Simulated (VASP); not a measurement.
Here is a VASP 6.6.1 calculation.

Contents of POSCAR:

```
Cl
1.0
    3.1252368015     -2.0072452613      0.0000000000
    3.1252368015      2.0072452613      0.0000000000
    0.0000000000      0.0000000000      8.1465599039
Cl
4
Direct
    0.8756350160      0.1243649840      0.6074783242
    0.1243649840      0.8756350160      0.3925216758
    0.6243649840      0.3756350160      0.1074783242
    0.3756350160      0.6243649840      0.8925216758
```

Contents of INCAR.step1:

```
  PREC = Accurate
  ENCUT = 520
  ISMEAR = 0
  SIGMA = 0.01
  LREAL = F
  LASPH = T
  NELM = 80
  NBANDS = 22
  GGA = PE
  ALGO = Normal
  EDIFF = 1E-4
  LWAVE = T
  LCHARG = F
```

INCAR.step2

```
  PREC = Accurate
  ENCUT = 520
  EDIFF = 1E-7
  ISMEAR = 0
  SIGMA = 0.01
  LREAL = F
  LASPH = T
  NELM = 80
  ALGO = Normal
  ISIF = 2
  LWAVE = F
  LCHARG = F
  METAGGA = R2SCAN
  LMIXTAU = T
  NBANDS = 22
  ISTART = 1
```

KPOINTS

```
Automatic mesh
0
Gamma
  6 6 2
```

Potentials or basis: VASP PAW PBE potentials, release 64 (Cl).

Launch:

```bash
$ cat potpaw_PBE.64/Cl/POTCAR > POTCAR
$ cp INCAR.step1 INCAR
$ mpirun -np 1 vasp_std > vasp.out
$ cp INCAR.step2 INCAR
$ mpirun -np 1 vasp_std > vasp.out
```

(1) Estimate the band gap on the k mesh.

(2) What does it give for the largest force?

(3) Estimate the pressure.

Results:

(1) 2.59 eV, direct.

(2) 0.236 eV/Å.

(3) 0.3 GPa.

Caveat: the PAW data sets were made with another functional, which shifts forces and pressure a little.
